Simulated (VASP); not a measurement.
Write the native input for VASP 6.6.1 that does the following.

```yaml
Task: single point
Functional: PBE-based screened hybrid with 25 % exact exchange
Potentials_or_basis: VASP PAW PBE potentials, release 64 (H, Pb_d, N, O)
Cutoff: 520 eV
k_mesh: 3 × 3 × 2
Occupations: fermi-dirac, width 0.05 eV
Spin: no spin polarisation
Dipole_correction: no
Grid_for_exact_exchange_PRECFOCK: Fast
Share_of_exact_exchange: 0.25
Further_INCAR_settings: ALGO = Normal; EDIFF = 1e-06; NBANDS = 31
Screening_parameter: 0.3 1/Å
```

HPbNO4:

```
H Pb N O
1.0
     4.19923    0.11117    0.16817
     1.91600    3.89132    0.12568
     1.76085    1.25259    6.37266
H Pb N O
1 1 1 4
Direct
  0.89145 0.68202 0.62796
  0.14426 0.92872 0.88352
  0.25670 0.28861 0.30171
  0.83108 0.65056 0.78405
  0.38694 0.22380 0.11295
  0.31104 0.03576 0.45856
  0.07726 0.60633 0.32275
```

One way to write it, as run:

POSCAR

```
HPbNO4
1.0
    4.1992300000      0.1111700000      0.1681700000
    1.9160000000      3.8913200000      0.1256800000
    1.7608500000      1.2525900000      6.3726600000
H Pb N O
1 1 1 4
Direct
    0.8914500000      0.6820200000      0.6279600000
    0.1442600000      0.9287200000      0.8835200000
    0.2567000000      0.2886100000      0.3017100000
    0.8310800000      0.6505600000      0.7840500000
    0.3869400000      0.2238000000      0.1129500000
    0.3110400000      0.0357600000      0.4585600000
    0.0772600000      0.6063300000      0.3227500000
```

INCAR.step1

```
SYSTEM = HPbNO4
PREC = Accurate ; ENCUT = 520
EDIFF = 1E-5 ; ISMEAR = -1
SIGMA = 0.05 ; LREAL = .FALSE.
LASPH = .TRUE. ; NELM = 100
ALGO = Normal ; ISIF = 2
LWAVE = .TRUE. ; GGA = PE
NBANDS = 31
```

INCAR.step2

```
SYSTEM = HPbNO4
PREC = Accurate ; ENCUT = 520
EDIFF = 1E-6 ; ISMEAR = -1
SIGMA = 0.05 ; LREAL = .FALSE.
LASPH = .TRUE. ; NELM = 100
ALGO = Normal ; ISIF = 2
LWAVE = .FALSE. ; LCHARG = .TRUE.
GGA = PE ; LHFCALC = .TRUE.
AEXX = 0.25 ; HFSCREEN = 0.3
PRECFOCK = Fast ; LELF = .TRUE.
LVHAR = .TRUE. ; ISTART = 1
NBANDS = 31
```

KPOINTS

```
Automatic mesh
0
G
  3 3 2
  0 0 0
```

Potentials or basis: VASP PAW PBE potentials, release 64 (H, Pb_d, N, O).

Run with:

```sh
$ cat potpaw_PBE.64/H/POTCAR potpaw_PBE.64/Pb_d/POTCAR potpaw_PBE.64/N/POTCAR potpaw_PBE.64/O/POTCAR > POTCAR
$ cp INCAR.step1 INCAR
$ mpirun -np 1 vasp_std > vasp.out
$ cp INCAR.step2 INCAR
$ mpirun -np 1 vasp_std > vasp.out
```

Results of the run:

```yaml
Pressure: -3.1 GPa
Largest_force: 0.994 eV/Å
Band_gap_on_the_k_mesh: 3.90 eV
```

Caveat: the k points lie up to 0.57 Å⁻¹ apart; the standard files for N, O and F lose accuracy on very short bonds; the PAW data sets were made with another functional, which shifts forces and pressure a little; spin-orbit coupling is left out, which moves the levels of the heavy elements.

It took 18 min on 1 thread of AMD EPYC 7R43 64-Core Processor (Zen 3) (shared host), peak memory 0.31 GiB.
